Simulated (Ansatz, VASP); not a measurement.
# MgB2: VASP beside Ansatz

Contents of INCAR:

```
SYSTEM = MgB2
ALGO     = Normal         ! electronic algorithm
EDIFF    = 1E-8           ! SCF threshold, eV
ENCUT    = 520            ! plane-wave cutoff, eV
GGA      = CA             ! functional
ISIF     = 2              ! what is computed and relaxed
ISMEAR   = -1             ! smearing method
LASPH    = .TRUE.         ! aspherical terms in the spheres
LCHARG   = .FALSE.        ! write CHGCAR
LEFG     = .TRUE.       
LREAL    = .FALSE.        ! projectors in reciprocal space
LWAVE    = .FALSE.        ! write WAVECAR
NBANDS   = 11             ! bands
NELM     = 100            ! most SCF steps
PREC     = Accurate       ! precision mode
SIGMA    = 0.05           ! smearing width, eV
```

File KPOINTS:

```
k-points
0
G
  12 12 9
  0 0 0
```

File POSCAR:

```
MgB2
1.0
    3.1054317692      0.0000000000      0.0000000000
   -1.5527158846      2.6893828019      0.0000000000
    0.0000000000      0.0000000000      3.5463318058
Mg B
1 2
Direct
    0.0000000000      0.0000000000      0.0000000000
    0.3333333333      0.6666666667      0.5000000000
    0.6666666667      0.3333333333      0.5000000000
```

Input for Ansatz:

```yaml
crystal:
  lattice:
    - [3.1054317692, 0.0, 0.0]
    - [-1.5527158846, 2.6893828019, 0.0]
    - [0.0, 0.0, 3.5463318058]
  atoms:
    - { symbol: Mg, position: [0.0, 0.0, 0.0] }
    - { symbol: B, position: [0.3333333333, 0.6666666667, 0.5] }
    - { symbol: B, position: [0.6666666667, 0.3333333333, 0.5] }
kpoints:
  mp_grid: { grid: [12, 12, 9] }
scf:
  occupations: { method: fermi_dirac, width: 0.05 }
hamiltonian:
  xc: lda
  pseudopotentials: { kind: all_electron, datasets: crystal }
output:
  forces: true
  stress: true
  eigenvalues: true
  efg: { contact_densities: true }
```

Change from the starting cell: volume scaled by 1.02, crystal datasets.

Alike in both runs: task electric field gradients; functional LDA; k mesh 12 × 12 × 9; occupations fermi-dirac, width 0.05 eV; no spin polarisation.

```csv
,VASP,Ansatz
version,VASP 6.6.1,Ansatz 0.2.0
potentials or method,"VASP PAW LDA potentials, release 64 (Mg, B), cutoff 520 eV","all-electron PAW with datasets made for the crystal, scalar-relativistic"
```

```tsv
	VASP	Ansatz	Ansatz less VASP
pressure (GPa)	-10.8	-10.2	+0.58
traceless stress, the component that is largest in VASP (GPa)	1.55	1.67	+0.124
size of Vzz on the site where it differs most (V/Å²)	19.9	17.8	-2.12
```

LDA's correlation is that of Perdew and Zunger in VASP and of Perdew and Wang (1992) in Ansatz. Ansatz ran all-electron here, and VASP with PAW potentials.
